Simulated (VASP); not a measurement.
Nb:

```
Nb
1.0
     0.00000    2.11500    2.11500
     2.11500    0.00000    2.11500
     2.11500    2.11500    0.00000
Nb
1
Direct
  0.00000 0.00000 0.00000
```

* Program: VASP 6.6.1
* Task: relaxation of cell and atoms
* Functional: PBE
* Dispersion: D4
* Potentials or basis: VASP PAW PBE potentials, release 64 (Nb_sv)
* Cutoff: 600 eV
* k mesh: 11 × 11 × 11
* Occupations: fermi-dirac, width 0.05 eV
* Spin: no spin polarisation

At the start: pressure -4.8 GPa; volume 18.92 Å³/atom.

Question: Where does the relaxation end?

Answer: Over 4 steps the energy falls by 8.5 meV/atom and the volume is 18.37 Å³/atom (-2.9 %); space group Fm-3m (No. 225, to 0.05 Å).

The path:
```csv
step,energy change (eV),largest force (eV/Å),pressure (GPa),volume (Å³)
1,0.0000,0.0000,-4.77,18.92
2,0.0197,0.0000,9.93,17.42
3,-0.0085,0.0000,-0.10,18.38
4,-0.0085,0.0000,0.01,18.37
```

Final structure:
```cif
data_structure
_symmetry_space_group_name_H-M 'P 1'
_symmetry_Int_Tables_number 1
_cell_length_a 2.9616
_cell_length_b 2.9616
_cell_length_c 2.9616
_cell_angle_alpha 60.000
_cell_angle_beta 60.000
_cell_angle_gamma 60.000
_cell_volume 18.37
loop_
_atom_site_label
_atom_site_type_symbol
_atom_site_fract_x
_atom_site_fract_y
_atom_site_fract_z
_atom_site_occupancy
Nb1 Nb 0.00000 0.00000 0.00000 1
```

Caveat: pairwise dispersion overbinds metals, which lowers pressure and volume.
